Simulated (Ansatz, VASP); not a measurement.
Given: the input of a run of Ansatz 0.2.0 on FeNi3.

File input.yaml:

```yaml
crystal:
  lattice:
    - [3.5684775054, 0.0, 0.0]
    - [0.0, 3.5684775054, 0.0]
    - [0.0, 0.0, 3.5684775054]
  atoms:
    - { symbol: Ni, position: [0.5, 0.5, 0.0], spin: 1.0 }
    - { symbol: Ni, position: [0.5, 0.0, 0.5], spin: 1.0 }
    - { symbol: Ni, position: [0.0, 0.5, 0.5], spin: 1.0 }
    - { symbol: Fe, position: [0.0, 0.0, 0.0], spin: 3.0 }
hamiltonian:
  xc: pbe
  pseudopotentials: { kind: paw }
magnetization:
  spin_polarized: true
kpoints:
  mp_grid: { grid: [8, 8, 8] }
scf:
  occupations: { method: fermi_dirac, width: 0.05 }
output:
  forces: true
  stress: true
  eigenvalues: true
```

Potentials or basis: Ansatz PAW.

Launch:

```console
$ ansatz run input.yaml --threads 2 --pin off --max-ram 5120MiB --backend cpu --events-out ev --progress --plain --runs-dir out
```

Q: Set up the same calculation for VASP 6.6.1. Potentials there: VASP PAW PBE potentials, release 64 (Ni, Fe).

A: As run (the cutoff follows the program's own potentials):

File INCAR:

```
SYSTEM = FeNi3
  PREC = Accurate
  ENCUT = 520
  EDIFF = 1E-7
  ISMEAR = -1
  SIGMA = 0.05
  LREAL = .False.
  LASPH = .True.
  NELM = 150
  ALGO = Normal
  ISIF = 2
  LWAVE = .False.
  LCHARG = .False.
  ISPIN = 2
  MAGMOM = 1 1 1 3
  LORBIT = 11
  LMAXMIX = 4
  GGA = PE
  NBANDS = 31
```

The input KPOINTS:

```
regular mesh
0
Gamma
  8 8 8
  0 0 0
```

The input POSCAR:

```
FeNi3
1.0
    3.5684775054      0.0000000000      0.0000000000
    0.0000000000      3.5684775054      0.0000000000
    0.0000000000      0.0000000000      3.5684775054
Ni Fe
3 1
Direct
    0.5000000000      0.5000000000      0.0000000000
    0.5000000000      0.0000000000      0.5000000000
    0.0000000000      0.5000000000      0.5000000000
    0.0000000000      0.0000000000      0.0000000000
```

Potentials or basis: VASP PAW PBE potentials, release 64 (Ni, Fe).

Launch:

```console
$ cat potpaw_PBE.64/Ni/POTCAR potpaw_PBE.64/Fe/POTCAR > POTCAR
$ mpirun -np 1 vasp_std > vasp.out
```

Both were run:

|  | VASP | Ansatz | Ansatz less VASP |
| --- | --- | --- | --- |
| gap on the k mesh at the Fermi level (eV) | none | none | - |
| pressure (GPa) | -3.7 | -3.6 | +0.12 |
| net moment per atom (μB) | 1.22 | 1.24 | +0.018 |
| size of the moment on the site where the two differ most (μB) | 0.66 | 0.72 | +0.059 |

Site moments also hang on the region over which each program counts them. A gap of «none» marks a metal or a gap that the smearing closes. VASP's potentials hold 38 valence electrons a cell and Ansatz's 70, so a difference there can come from the potentials and not from the codes.
